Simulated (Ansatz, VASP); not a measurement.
**Two plane-wave programs on Ti**

```
CELL_PARAMETERS angstrom
-1.56010 1.56010 1.56010
1.56010 -1.56010 1.56010
1.56010 1.56010 -1.56010
ATOMIC_POSITIONS crystal
Ti 0.00000 0.00000 0.00000
```

Alike in both runs: task single point; functional PBE; k mesh 22 × 22 × 22; occupations fermi-dirac, width 0.05 eV; collinear spin.

|  | VASP | Ansatz |
| --- | --- | --- |
| version | VASP 6.6.1 | Ansatz 0.2.0 |
| potentials or method | VASP PAW PBE potentials, release 64 (Ti_sv), cutoff 520 eV | plane waves (420 eV) with PAW, scalar-relativistic |
| valence electrons in the cell | 12 | 12 |

|  | VASP | Ansatz | Ansatz less VASP |
| --- | --- | --- | --- |
| pressure (GPa) | 16.3 | 16.8 | +0.44 |
| net moment per atom (μB) | 0.00 | 0.00 | -0.001 |

Ansatz's warnings: seeded moment not kept.
